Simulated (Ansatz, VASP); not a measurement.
One calculation of PtSe2, two programs

The input INCAR:

```
SYSTEM = PtSe2
PREC     = Accurate       ! precision mode
ENCUT    = 520            ! plane-wave cutoff, eV
EDIFF    = 1E-6           ! SCF threshold, eV
ISMEAR   = 0              ! smearing method
SIGMA    = 0.15           ! smearing width, eV
LREAL    = .FALSE.        ! projectors in reciprocal space
LASPH    = .TRUE.         ! aspherical terms in the spheres
NELM     = 60             ! most SCF steps
ALGO     = Normal         ! electronic algorithm
ISIF     = 2              ! what is computed and relaxed
LWAVE    = .FALSE.        ! write WAVECAR
LCHARG   = .FALSE.        ! write CHGCAR
GGA      = PE             ! functional
IVDW     = 12             ! dispersion correction
NBANDS   = 18             ! bands
```

KPOINTS

```
regular mesh
0
G
  12 12 8
  0 0 0
```

Contents of POSCAR:

```
PtSe2
1.0
    4.3372285822      0.0000000000      0.0000000000
   -2.1686142911      3.2662175080      0.0000000000
    0.0000000000      0.0000000000      4.8219239451
Pt Se
1 2
Direct
    0.0000000000      0.0000000000      0.0000000000
    0.3333333333      0.6666666667      0.2655211092
    0.6666666667      0.3333333333      0.7344788908
```

Input for Ansatz:

```yaml
crystal:
  lattice:
    - [4.3372285822, 0.0, 0.0]
    - [-2.1686142911, 3.266217508, 0.0]
    - [0.0, 0.0, 4.8219239451]
  atoms:
    - { symbol: Pt, position: [0.0, 0.0, 0.0] }
    - { symbol: Se, position: [0.3333333333, 0.6666666667, 0.2655211092] }
    - { symbol: Se, position: [0.6666666667, 0.3333333333, 0.7344788908] }
basis:
  ecutwfc: 420
kpoints:
  mp_grid: { grid: [12, 12, 8] }
hamiltonian:
  xc: pbe
  pseudopotentials: { kind: paw, azcp: { folder: soft_1 } }
  dispersion: d3bj
scf:
  occupations: { method: gaussian, width: 0.15 }
output:
  forces: true
  stress: true
  eigenvalues: true
```

Change from the starting cell: normal strain along x +0.1500, normal strain along y +0.0000.

Alike in both runs: task single point; functional PBE; dispersion D3(BJ); k mesh 12 × 12 × 8; occupations gaussian, width 0.15 eV; no spin polarisation.

|  | VASP | Ansatz |
| --- | --- | --- |
| version | VASP 6.6.1 | Ansatz 0.2.0 |
| potentials or method | VASP PAW PBE potentials, release 64 (Pt, Se), cutoff 520 eV | scalar-relativistic, plane waves, PAW |
| valence electrons in the cell | 22 | 50 |

Ansatz gave:

- gap on the k mesh at the Fermi level (eV): none
- pressure (GPa): -12.3
- traceless stress, the component that is largest in VASP (GPa): -9.22
- rms of the force components (eV/Å): 0.392

**Question.** Which values does VASP return?

**Answer.** gap on the k mesh at the Fermi level (eV): none; pressure (GPa): -12.4; traceless stress, the component that is largest in VASP (GPa): -9.21; rms of the force components (eV/Å): 0.391.

Atom by atom the forces differ by 0.001 eV/Å (rms over components). A gap of «none» marks a metal or a gap that the smearing closes. VASP's potentials hold 22 valence electrons a cell and Ansatz's 50, so a difference there can come from the potentials and not from the codes.

Spin-orbit coupling is off throughout.
